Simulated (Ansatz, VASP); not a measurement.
**Two plane-wave programs on AlN**

The input POSCAR:

```
AlN
1.0
    3.1066945025      0.0000000000      0.0000000000
   -1.5533472512      2.5484192091      0.0000000000
    0.0000000000      0.0000000000      4.9785885509
Al N
2 2
Direct
    0.3314105265      0.6628210530      0.0015796110
    0.6685894735      0.3371789470      0.5015796110
    0.3274023181      0.6548046362      0.3784203890
    0.6725976819      0.3451953638      0.8784203890
```

File INCAR.step1:

```
PREC     = Accurate       # precision mode
ENCUT    = 520            # plane-wave cutoff, eV
ISMEAR   = 0              # smearing method
SIGMA    = 0.01           # smearing width, eV
LREAL    = F              # projectors in reciprocal space
LASPH    = T              # aspherical terms in the spheres
NELM     = 60             # most SCF steps
NBANDS   = 16             # bands
GGA      = PE             # functional
ALGO     = Normal         # electronic algorithm
EDIFF    = 1E-4           # SCF threshold, eV
LWAVE    = T              # write WAVECAR
LCHARG   = F              # write CHGCAR
```

Contents of INCAR.step2:

```
PREC     = Accurate       # precision mode
ENCUT    = 520            # plane-wave cutoff, eV
EDIFF    = 1E-7           # SCF threshold, eV
ISMEAR   = 0              # smearing method
SIGMA    = 0.01           # smearing width, eV
LREAL    = F              # projectors in reciprocal space
LASPH    = T              # aspherical terms in the spheres
NELM     = 60             # most SCF steps
ALGO     = Normal         # electronic algorithm
ISIF     = 2              # what is computed and relaxed
LWAVE    = F              # write WAVECAR
LCHARG   = T              # write CHGCAR
METAGGA  = R2SCAN         # meta-GGA
LMIXTAU  = T            
LELF     = T              # ELF
LVHAR    = T            
NBANDS   = 16             # bands
ISTART   = 1
```

File KPOINTS:

```
Automatic mesh
0
Gamma
  12 12 6
```

Input for Ansatz:

```yaml
crystal:
  lattice:
    - [3.1066945025, 0.0, 0.0]
    - [-1.5533472512, 2.5484192091, 0.0]
    - [0.0, 0.0, 4.9785885509]
  atoms:
    - { symbol: Al, position: [0.3314105265, 0.662821053, 0.001579611] }
    - { symbol: Al, position: [0.6685894735, 0.337178947, 0.501579611] }
    - { symbol: "N", position: [0.3274023181, 0.6548046362, 0.378420389] }
    - { symbol: "N", position: [0.6725976819, 0.3451953638, 0.878420389] }
kpoints:
  mp_grid: { grid: [12, 12, 6] }
  band_path:
    path:
      - [0.0, 0.0, 0.0]
      - [0.5, 0.0, 0.0]
      - [0.3333333333, 0.3333333333, 0.0]
      - [0.0, 0.0, 0.5]
      - [0.5, 0.0, 0.5]
      - [0.3333333333, 0.3333333333, 0.5]
    npoints: 1
hamiltonian:
  xc: r2scan
scf:
  occupations: { method: fixed }
  n_extra_bands: 5
output:
  forces: true
  stress: true
  eigenvalues: true
  write_density: true
  write_potential: true
  elf: true
  volumetric_format: npy
```

Change from the starting cell: uniaxial_y strain -5.3%.

Alike in both runs: task single point; functional r2SCAN; k mesh 12 × 12 × 6; no spin polarisation.

|  | VASP | Ansatz |
| --- | --- | --- |
| version | VASP 6.6.1 | Ansatz 0.2.0 |
| potentials or method | VASP PAW PBE potentials, release 64 (Al, N) | plane waves, PAW |
| plane-wave cutoff (eV) | 520 | 500 |
| occupations | gaussian, width 0.01 eV | fixed |
| valence electrons in the cell | 16 | 16 |

```csv
,VASP,Ansatz,Ansatz less VASP
gap on the k mesh at the Fermi level (eV),5.31,5.27,-0.043
pressure (GPa),12.5,12.8,+0.34
"traceless stress, the component that is largest in VASP (GPa)",10.34,10.24,-0.101
```

VASP's potentials were made for PBE, not for r2SCAN.
